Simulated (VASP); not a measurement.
Runs of VASP 6.6.1 on Mg. The structure is that of space group P6_3/mmc (No. 194), or close to it. The cells are those of the table. 

```tsv
cell	gap on the mesh (eV)	pressure (GPa)
a = 3.238, b = 3.238, c = 10.241 Å, angles 90.0, 90.0, 120.0°, 4 atoms	none	-1.2
a = 3.286, b = 3.286, c = 10.157 Å, angles 90.0, 90.0, 120.0°, 4 atoms	none	(b)
a = 3.190, b = 3.190, c = 10.266 Å, angles 90.0, 90.0, 120.0°, 4 atoms	none	-0.3
a = 3.286, b = 3.286, c = 10.081 Å, angles 90.0, 90.0, 120.0°, 4 atoms	none	(c)
a = 3.143, b = 3.143, c = 10.358 Å, angles 90.0, 90.0, 120.0°, 4 atoms	none	0.6
a = 3.047, b = 3.047, c = 10.526 Å, angles 90.0, 90.0, 120.0°, 4 atoms	none	(a)
a = 3.095, b = 3.095, c = 10.451 Å, angles 90.0, 90.0, 120.0°, 4 atoms	none	1.7
a = 3.238, b = 3.238, c = 10.173 Å, angles 90.0, 90.0, 120.0°, 4 atoms	none	-1.0
```

Alike in all rows: task single point; level r2SCAN; potentials or basis VASP PAW PBE potentials, release 64 (Mg); no spin polarisation; k mesh 18 × 18 × 6; cutoff (eV) 520; smearing gaussian 0.1 eV.

Problem. Fill in the values left out.

Solution. (a) 3.0; (b) -1.9; (c) -1.6.

Caveats: the PAW data sets were made with another functional, which shifts forces and pressure a little.

A gap of «none» marks levels without a gap at the run's occupations.
